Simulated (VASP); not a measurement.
A run of VASP 6.6.1 is set up as follows.

Contents of INCAR:

```
SYSTEM = Ir
PREC = Accurate ; ENCUT = 520
EDIFF = 1E-8 ; ISMEAR = -1
SIGMA = 0.05 ; LREAL = .False.
LASPH = .True. ; NELM = 60
ALGO = Normal ; ISIF = 2
LWAVE = .False. ; LCHARG = .False.
GGA = PE ; LEFG = .True.
NBANDS = 10
```

KPOINTS

```
regular mesh
0
Gamma
  15 15 15
  0 0 0
```

The input POSCAR:

```
Ir
1.0
   -0.0383940000      1.9005030000      1.9005030000
    1.9005030000     -0.0383940000      1.9005030000
    1.9005030000      1.9005030000     -0.0383940000
Ir
1
Direct
    0.0000000000      0.0000000000      0.0000000000
```

Potentials or basis: VASP PAW PBE potentials, release 64 (Ir).

Command:

```sh
$ cat potpaw_PBE.64/Ir/POTCAR > POTCAR
$ mpirun -np 1 vasp_std > vasp.out
```

(1) Estimate the pressure.

Answers

(1) 10.1 GPa.

Caveat: the cell differs from its parent crystal (equal xy, yz and zx shear strains of -2 %); without QUAD_EFG the Cq values of the log hold for a quadrupole moment of 1 mb, not for the nuclei.
